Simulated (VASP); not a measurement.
# ZnCu (Cmmm) in VASP: notebook

ZnCu is run at these levels: PBE; tasks: single point.

Program: VASP 6.6.1. These are calculated values, not measurements. Logs are shortened: lines on timing, memory, paths and dates and some standing lists are left out, and cuts for length are marked.

## Step 1: The cell of the first run

Symmetry: Cmmm, No. 65, orthorhombic system. Conventional cell: a = 2.915 Å, b = 4.156 Å, c = 4.056 Å, α = 90.00°, β = 90.00°, γ = 90.00°. Within 3.3 Å of Zn (site symmetry mmm) lie 8 Cu at 2.50 to 2.90 Å and 6 Zn at 2.54 to 2.92 Å. Within 3.3 Å of Cu (site symmetry mmm) lie 8 Zn at 2.50 to 2.90 Å and 6 Cu at 2.54 to 2.92 Å.

## Step 2: Single point, PBE

File INCAR:

```
SYSTEM = ZnCu
ALGO = Normal
EDIFF = 1E-7
ENCUT = 520
GGA = PE
ISIF = 2
ISMEAR = -1
LASPH = .TRUE.
LCHARG = .FALSE.
LREAL = .FALSE.
LWAVE = .FALSE.
NBANDS = 18
NELM = 80
PREC = Accurate
SIGMA = 0.05
```

File KPOINTS:

```
k-points
0
G
  11 11 7
  0 0 0
```

File POSCAR:

```
ZnCu
1.0
    1.4576623336     -2.0779754411      0.0000000000
    1.4576623336      2.0779754411      0.0000000000
    0.0000000000      0.0000000000      4.0562172613
Zn Cu
1 1
Direct
    0.5000000000      0.5000000000      0.5000000000
    0.0000000000      0.0000000000      0.0000000000
```

Potentials or basis: VASP PAW PBE potentials, release 64 (Zn, Cu).

The run is started by

```sh
$ cat potpaw_PBE.64/Zn/POTCAR potpaw_PBE.64/Cu/POTCAR > POTCAR
$ mpirun -np 1 vasp_std > vasp.out
```

OUTCAR:

```text
SYSTEM = ZnCu
   EDIFF = 1E-7
   ENCUT = 520
   GGA = PE
   ISIF = 2
   ISMEAR = -1
   LASPH = .TRUE.
   LREAL = .FALSE.
   NELM = 80
   PREC = Accurate

 ion  position               nearest neighbor table
   1  0.500  0.500  0.500-   2 2.50   2 2.50   2 2.50   2 2.50   2 2.90   2 2.90   2 2.90   2 2.90

   2  0.000  0.000  0.000-   1 2.50   1 2.50   1 2.50   1 2.50   1 2.90   1 2.90   1 2.90   1 2.90

  LATTYP: Found a base centered orthorhombic cell.
 ALAT       =     2.9153246672
 B/A-ratio  =     1.4255533625
 C/A-ratio  =     1.3913432377

  Lattice vectors:

 A1 = (   1.4576623336,  -2.0779754411,   0.0000000000)
 A2 = (   1.4576623336,   2.0779754411,   0.0000000000)
 A3 = (   0.0000000000,   0.0000000000,   4.0562172613)

Analysis of symmetry for initial positions (statically):
=====================================================================
 Subroutine PRICEL returns:
 Original cell was already a primitive cell.

 Routine SETGRP: Setting up the symmetry group for a
 base centered orthorhombic supercell.

 Subroutine GETGRP returns: Found  8 space group operations
 (whereof  8 operations were pure point group operations)
 out of a pool of  8 trial point group operations.

The static configuration has the point symmetry D_2h.

Analysis of symmetry for dynamics (positions and initial velocities):
=====================================================================
 Subroutine PRICEL returns:
 Original cell was already a primitive cell.

 Routine SETGRP: Setting up the symmetry group for a
 base centered orthorhombic supercell.

 Subroutine GETGRP returns: Found  8 space group operations
 (whereof  8 operations were pure point group operations)
 out of a pool of  8 trial point group operations.

The dynamic configuration has the point symmetry D_2h.

 Subroutine INISYM returns: Found  8 space group operations
 (whereof  8 operations are pure point group operations),
 and found     1 'primitive' translations

----------------------------------------------------------------------------------------

                                     Primitive cell

  volume of cell :      24.5725

  direct lattice vectors                    reciprocal lattice vectors
     1.457662334 -2.077975441  0.000000000     0.343014969 -0.240618821  0.000000000
     1.457662334  2.077975441  0.000000000     0.343014969  0.240618821  0.000000000
     0.000000000  0.000000000  4.056217261     0.000000000  0.000000000  0.246535118

  length of vectors
     2.538259524  2.538259524  4.056217261     0.418994852  0.418994852  0.246535118

  position of ions in fractional coordinates (direct lattice)
     0.500000000  0.500000000  0.500000000
     0.000000000  0.000000000  0.000000000

  ion indices of the primitive-cell ions
   primitive index   ion index
                 1           1
                 2           2

----------------------------------------------------------------------------------------

 KPOINTS: k-points

Automatic generation of k-mesh.
 Grid dimensions read from file:
 generate k-points for:   11   11    7

 Generating k-lattice:

  Cartesian coordinates                     Fractional coordinates (reciprocal lattice)
     0.031183179 -0.021874438  0.000000000     0.090909091 -0.000000000  0.000000000
     0.031183179  0.021874438  0.000000000    -0.000000000  0.090909091  0.000000000
     0.000000000  0.000000000  0.035219303     0.000000000  0.000000000  0.142857143

  Length of vectors
     0.038090441  0.038090441  0.035219303

  Shift w.r.t. Gamma in fractional coordinates (k-lattice)
     0.000000000  0.000000000  0.000000000

 Subroutine IBZKPT returns following result:
 ===========================================

 Found    144 irreducible k-points:

 Following reciprocal coordinates:
            Coordinates               Weight
  0.000000  0.000000  0.000000      1.000000
  0.090909 -0.000000  0.000000      4.000000
  0.181818 -0.000000  0.000000      4.000000
  0.272727 -0.000000  0.000000      4.000000
  0.363636 -0.000000  0.000000      4.000000
  0.454545 -0.000000  0.000000      4.000000
[... 16 lines left out ...]
 -0.272727  0.181818  0.000000      4.000000
 -0.181818  0.181818  0.000000      2.000000
 [... further k-points ...]
   k-points           NKPTS =    144   k-points in BZ     NKDIM =    144   number of bands    NBANDS=     18
   number of dos      NEDOS =    301   number of ions     NIONS =      2
   total plane-waves  NPLWV =  12000
   dimension x,y,z NGX =    20 NGY =   20 NGZ =   30
   dimension x,y,z NGXF=    40 NGYF=   40 NGZF=   60
   ions per type =               1   1
   NGX,Y,Z   is equivalent  to a cutoff of  13.10, 13.10, 12.30 a.u.
   NGXF,Y,Z  is equivalent  to a cutoff of  26.20, 26.20, 24.59 a.u.
 SYSTEM =  ZnCu
   PREC   = accura    normal or accurate (medium, high low for compatibility)
   ISTART =      0    job   : 0-new  1-cont  2-samecut
   ICHARG =      2    charge: 1-file 2-atom 10-const
   ISPIN  =      1    spin polarized calculation?
   LNONCOLLINEAR =      F non collinear calculations
   LSORBIT =      F    spin-orbit coupling
   LASPH  =      T    aspherical Exc in radial PAW
   ENCUT  =  520.0 eV  38.22 Ry    6.18 a.u.   4.72  4.72  7.54*2*pi/ulx,y,z
   NELM   =     80;   NELMIN=  2; NELMDL= -5     # of ELM steps
   EDIFF  = 0.1E-06   stopping-criterion for ELM
   LREAL  =      F    real-space projection
   EDIFFG = 0.1E-05   stopping-criterion for IOM
   NSW    =      0    number of steps for IOM
   IBRION =     -1    ionic relax: 0-MD 1-quasi-New 2-CG
   NFREE  =      0    steps in history (QN), initial steepest desc. (CG)
   ISIF   =      2    stress and relaxation
   ISYM   =      2    0-nonsym 1-usesym 2-fastsym
   POTIM  = 0.5000    time-step for ionic-motion
   TEBEG  =    0.0;   TEEND  =   0.0 temperature during run
   PSTRESS=    0.0 pullay stress
   NELECT =      23.0000    total number of electrons
   NUPDOWN=      -1.0000    fix difference up-down
   EMIN   =  10.00;   EMAX   =-10.00  energy-range for DOS
   EFERMI =   0.00;   METHOD = LEGACY
   ISMEAR =    -1;   SIGMA  =   0.05  broadening in eV -4-tet -1-fermi 0-gaus
   EFERMI_NEDOS =   21; number of points for ismear=-14 and -15
   IALGO  =     38    algorithm
   IMIX   =      4    mixing-type and parameters
     AMIX     =   0.40;   BMIX     =  1.00
     AMIX_MAG =   1.60;   BMIX_MAG =  1.00
  volume/ion in A,a.u.               =      12.29        82.91
  Fermi-wavevector in a.u.,A,eV,Ry     =   1.601405  3.026217 34.892126  2.564499
  Thomas-Fermi vector in A             =   2.698389
   LORBIT       =      0    0 simple, 1 ext, 2 COOP (PROOUT), +10 PAW based schemes
   GGA     = PE    functional components
   LHFCALC =     F    Hartree Fock is set to
   AEXX    =    0.0000 exact exchange contribution
   IVDW    =     0    specifies the selected vdW correction
   LEPSILON=     F    determine dielectric tensor
   LRPA    =     F    only Hartree local field effects (RPA)
 non-spin polarized calculation
  energy-cutoff  :      520.00
  volume of cell :       24.57
 maximum number of plane-waves:       673
   NGX =  9   NGY =  9   NGZ = 15

 number of electron      23.0000004 magnetization

 Free energy of the ion-electron system (eV)
  ---------------------------------------------------
  ext. energy  EPLUGINS =         0.00000000
  ---------------------------------------------------
  free energy    TOTEN  =        -4.89333690 eV

  energy without entropy =       -4.88913235  energy(sigma->0) =       -4.89123462

 E-fermi :   5.8422     XC(G=0): -12.6194

 val. band max:        5.8282365575   @ k =   0.3636   0.2727   0.4286
 cond. band min:       5.8728633667   @ k =   0.2727   0.1818   0.2857
 fundamental gap:      0.0446268093
 Fermi energy:         5.8421974667

 k-point     1 :       0.0000    0.0000    0.0000
  band No.  band energies     occupation
      1      -4.8073      2.00000
      2      -2.3852      2.00000
      3      -2.2037      2.00000
      4      -1.4499      2.00000
      5      -1.4189      2.00000
      6      -1.2001      2.00000
[... 10 lines left out ...]
     17      27.3206      0.00000
     18      29.3209      0.00000

 k-point     2 :       0.0909   -0.0000    0.0000
  band No.  band energies     occupation
      1      -4.5783      2.00000
      2      -2.3302      2.00000
      3      -2.1770      2.00000
      4      -1.4937      2.00000
      5      -1.4168      2.00000
      6      -1.2333      2.00000
[... 10 lines left out ...]
     17      27.1136      0.00000
     18      27.5889      0.00000

 k-point     3 :       0.1818   -0.0000    0.0000
  band No.  band energies     occupation
      1      -3.9149      2.00000
      2      -2.2481      2.00000
      3      -2.0431      2.00000
      4      -1.6415      2.00000
      5      -1.3910      2.00000
      6      -1.2766      2.00000
[... 10 lines left out ...]
     17      24.1175      0.00000
     18      25.9751      0.00000

 k-point     4 :       0.2727   -0.0000    0.0000
  band No.  band energies     occupation
      1      -2.9817      2.00000
      2      -2.1556      2.00000
      3      -1.8451      2.00000
      4      -1.7469      2.00000
      5      -1.3126      2.00000
      6      -1.2951      2.00000
[... 375 lines left out ...]
      4      -1.8546      2.00000
      5      -1.5262      2.00000
      6      -0.6912      2.00000
[... 10 lines left out ...]
     17      20.1438      0.00000
     18      23.5031      0.00000

 k-point    23 :      -0.2727    0.1818    0.0000
  band No.  band energies     occupation
      1      -2.9479      2.00000
      2      -1.9954      2.00000
      3      -1.8771      2.00000
      4      -1.7713      2.00000
      5      -1.5290      2.00000
      6      -1.4018      2.00000
[... 10 lines left out ...]
     17      22.8884      0.00000
     18      23.5425      0.00000

 k-point    24 :      -0.1818    0.1818    0.0000
  band No.  band energies     occupation
      1      -3.6420      2.00000
      2      -2.1100      2.00000
      3      -1.8477      2.00000
      4      -1.6416      2.00000
      5      -1.5537      2.00000
      6      -1.5489      2.00000
[... 10 lines left out ...]
     17      25.8987      0.00000
     18      26.4186      0.00000

 [... further k-points ...]
[... 5 lines left out ...]
  --------------------------------------------------------------------------------------
  -------------------------------------------------------------------------------------
  Total        1.4786852      1.2715969      1.3437964      0.0000000      0.0000000      0.0000000
  in kB       96.4134797     82.9108745     87.6184371      0.0000000      0.0000000      0.0000000
  external PRESSURE =      88.9809304 kB  Pullay stress =       0.0000000 kB

 VOLUME and BASIS-vectors are now :
 -----------------------------------------------------------------------------
  energy-cutoff  :      520.00
  volume of cell :       24.57
      direct lattice vectors                 reciprocal lattice vectors
     1.457662334 -2.077975441  0.000000000     0.343014969 -0.240618821  0.000000000
     1.457662334  2.077975441  0.000000000     0.343014969  0.240618821  0.000000000
     0.000000000  0.000000000  4.056217261     0.000000000  0.000000000  0.246535118

 POSITION                                       TOTAL-FORCE (eV/Angst)
 -----------------------------------------------------------------------------------
      1.45766      0.00000      2.02811         0.000000      0.000000      0.000000
      0.00000      0.00000      0.00000        -0.000000     -0.000000      0.000000
 -----------------------------------------------------------------------------------
    total drift:                                0.000000      0.000000      0.000000

  FREE ENERGIE OF THE ION-ELECTRON SYSTEM (eV)
  ---------------------------------------------------
  free  energy   TOTEN  =        -4.8933368965 eV

  energy  without entropy=       -4.8891323462  energy(sigma->0) =       -4.89123462
```

Wall time 75 s (1 thread of Intel Xeon 8259CL, shared host); peak memory 0.18 GiB.

Results:

| Item | Value |
| --- | --- |
| Free energy | -4.8933 eV |
| Pressure | 8.9 GPa |
| Band gap on the k mesh | zero (an odd number of electrons rules out a gap without spin polarisation) |

Caveat: the cell stands under pressure.

## Step 3: Single point, PBE

This run uses another cell than the first one, of 12.55 Å³/atom.

File INCAR:

```
SYSTEM = ZnCu
  PREC = Accurate
  ENCUT = 520
  EDIFF = 1E-7
  ISMEAR = -1
  SIGMA = 0.05
  LREAL = .FALSE.
  LASPH = .TRUE.
  NELM = 60
  ALGO = Fast
  ISIF = 2
  LWAVE = .FALSE.
  LCHARG = .TRUE.
  GGA = PE
  LELF = .TRUE.
  LVHAR = .TRUE.
  NBANDS = 18
```

File KPOINTS:

```
regular mesh
0
G
  11 11 7
  0 0 0
```

File POSCAR:

```
ZnCu
1.0
    1.4679278995     -2.0926095531      0.0000000000
    1.4679278995      2.0926095531      0.0000000000
    0.0000000000      0.0000000000      4.0847831128
Zn Cu
1 1
Direct
    0.5000000000      0.5000000000      0.5000000000
    0.0000000000      0.0000000000      0.0000000000
```

Potentials or basis: VASP PAW PBE potentials, release 64 (Zn, Cu).

The run is started by

```sh
$ cat potpaw_PBE.64/Zn/POTCAR potpaw_PBE.64/Cu/POTCAR > POTCAR
$ mpirun -np 1 vasp_std > vasp.out
```

Run time: 1.8 min. Hardware: 1 thread of Intel Xeon 8259CL, shared host; peak memory 0.19 GiB.

It converged, with:

- Free energy: -4.9175 eV
- Pressure: 5.8 GPa
- Band gap on the k mesh: zero (an odd number of electrons rules out a gap without spin polarisation)

Stress tensor (GPa, compression positive):
```
6.55 0.00 0.00
0.00 5.33 0.00
0.00 0.00 5.62
```

Levels at points of the mesh, in eV from the Fermi level:
| k point | band 9 | band 10 | band 11 | band 12 | band 13 | band 14 |
| --- | --- | --- | --- | --- | --- | --- |
| (0.00, 0.00, 0.00) | -2.48 | -2.47 | -2.36 | -1.67 | 2.38 | 14.65 |

Caveat: the cell stands under pressure.

## Step 4: Single point, PBE

This run uses another cell than the first one, of 12.81 Å³/atom.

File INCAR:

```
PREC = Accurate ; ENCUT = 520
EDIFF = 1E-6 ; ISMEAR = -1
SIGMA = 0.05 ; LREAL = F
LASPH = T ; NELM = 100
ALGO = Normal ; ISIF = 2
LWAVE = F ; LCHARG = F
GGA = PE ; NBANDS = 18
```

File KPOINTS:

```
regular mesh
0
Gamma
  11 11 7
```

File POSCAR:

```
ZnCu
1.0
    1.4780518602     -2.1070417992      0.0000000000
    1.4780518602      2.1070417992      0.0000000000
    0.0000000000      0.0000000000      4.1129549210
Zn Cu
1 1
Direct
    0.5000000000      0.5000000000      0.5000000000
    0.0000000000      0.0000000000      0.0000000000
```

Potentials or basis: VASP PAW PBE potentials, release 64 (Zn, Cu).

The run is started by

```sh
$ cat potpaw_PBE.64/Zn/POTCAR potpaw_PBE.64/Cu/POTCAR > POTCAR
$ mpirun -np 1 vasp_std > vasp.out
```

OUTCAR:

```text
PREC = Accurate
   ENCUT = 520
   EDIFF = 1E-6
   ISMEAR = -1
   LREAL = F
   LASPH = T
   NELM = 100
   ISIF = 2
   GGA = PE

 ion  position               nearest neighbor table
   1  0.500  0.500  0.500-   2 2.53   2 2.53   2 2.53   2 2.53
   2  0.000  0.000  0.000-   1 2.53   1 2.53   1 2.53   1 2.53

  LATTYP: Found a base centered orthorhombic cell.
 ALAT       =     2.9561037204
 B/A-ratio  =     1.4255533625
 C/A-ratio  =     1.3913432376

  Lattice vectors:

[... 188 lines left out ...]
      3      -2.4796      2.00000
      4      -1.7738      2.00000
      5      -1.7491      2.00000
      6      -1.5482      2.00000
[... 481 lines left out ...]
      5      -1.8669      2.00000
      6      -1.8640      2.00000
[... 10 lines left out ...]
     17      25.0149      0.00000
     18      25.3560      0.00000

 [... further k-points ...]
[... 5 lines left out ...]
  --------------------------------------------------------------------------------------
  -------------------------------------------------------------------------------------
  Total        0.6754912      0.4998320      0.5207567      0.0000000      0.0000000      0.0000000
  in kB       42.2457991     31.2599233     32.5685670      0.0000000      0.0000000      0.0000000
  external PRESSURE =      35.3580965 kB  Pullay stress =       0.0000000 kB

 VOLUME and BASIS-vectors are now :
 -----------------------------------------------------------------------------
  energy-cutoff  :      520.00
  volume of cell :       25.62
      direct lattice vectors                 reciprocal lattice vectors
     1.478051860 -2.107041799  0.000000000     0.338283124 -0.237299516  0.000000000
     1.478051860  2.107041799  0.000000000     0.338283124  0.237299516  0.000000000
     0.000000000  0.000000000  4.112954921     0.000000000  0.000000000  0.243134199

 POSITION                                       TOTAL-FORCE (eV/Angst)
 -----------------------------------------------------------------------------------
      1.47805      0.00000      2.05648        -0.000000     -0.000000      0.000000
      0.00000      0.00000      0.00000         0.000000      0.000000      0.000000
 -----------------------------------------------------------------------------------
    total drift:                                0.000000      0.000000      0.000000

  FREE ENERGIE OF THE ION-ELECTRON SYSTEM (eV)
  ---------------------------------------------------
  free  energy   TOTEN  =        -4.9321140831 eV

  energy  without entropy=       -4.9277626455  energy(sigma->0) =       -4.92993836
```

It took 59 s on 1 thread of Intel Xeon 8259CL, shared host; peak memory 0.19 GiB.

What came out:

| Item | Value |
| --- | --- |
| Free energy | -4.9321 eV |
| Pressure | 3.5 GPa |
| Band gap on the k mesh | zero (an odd number of electrons rules out a gap without spin polarisation) |

Caveat: the cell stands under pressure.

## Step 5: Single point, PBE

This run uses another cell than the first one, of 13.07 Å³/atom.

File INCAR:

```
PREC = Accurate
ENCUT = 520
EDIFF = 1E-7
ISMEAR = -1
SIGMA = 0.05
LREAL = False
LASPH = True
NELM = 60
ALGO = Fast
ISIF = 2
LWAVE = False
LCHARG = True
GGA = PE
LELF = True
LVHAR = True
NBANDS = 18
```

File KPOINTS:

```
Automatic mesh
0
Gamma
  11 11 7
```

File POSCAR:

```
ZnCu
1.0
    1.4880390000     -2.1212790000      0.0000000000
    1.4880390000      2.1212790000      0.0000000000
    0.0000000000      0.0000000000      4.1407460000
Zn Cu
1 1
Direct
    0.5000000000      0.5000000000      0.5000000000
    0.0000000000      0.0000000000      0.0000000000
```

The run is started by

```sh
$ cat potpaw_PBE.64/Zn/POTCAR potpaw_PBE.64/Cu/POTCAR > POTCAR
$ mpirun -np 1 vasp_std > vasp.out
```

It took 81 s on 1 thread of Intel Xeon 8259CL, shared host; peak memory 0.19 GiB.

Results (log left out):

```yaml
Free_energy: -4.9384 eV
Pressure: 0.6 GPa
Band_gap_on_the_k_mesh: zero (an odd number of electrons rules out a gap without spin polarisation)
```

Stress tensor (GPa, compression positive):
```
1.27 0.00 0.00
0.00 0.28 0.00
0.00 0.00 0.28
```

Levels at points of the mesh, in eV from the Fermi level:
```
           k point  band 9  band 10  band 11  band 12  band 13  band 14
(0.00, 0.00, 0.00)   -2.40    -2.40    -2.29    -1.55     2.21    14.20
```

## Step 6: The runs side by side

| cell | gap on the mesh (eV) | pressure (GPa) |
| --- | --- | --- |
| a = 2.538, b = 2.538, c = 4.056 Å, angles 90.0, 90.0, 109.9°, 2 atoms | none | 8.9 |
| a = 2.556, b = 2.556, c = 4.085 Å, angles 90.0, 90.0, 109.9°, 2 atoms | none | 5.8 |
| a = 2.574, b = 2.574, c = 4.113 Å, angles 90.0, 90.0, 109.9°, 2 atoms | none | 3.5 |
| a = 2.591, b = 2.591, c = 4.141 Å, angles 90.0, 90.0, 109.9°, 2 atoms | none | 0.6 |

Alike in all rows: task single point; level PBE; potentials or basis VASP PAW PBE potentials, release 64 (Zn, Cu); no spin polarisation; k mesh 11 × 11 × 7; cutoff (eV) 520; smearing fermi-dirac 0.05 eV.

Caveats: the cell stands under pressure (at least some runs).

Absolute energies hang on the potentials; compare differences alone.
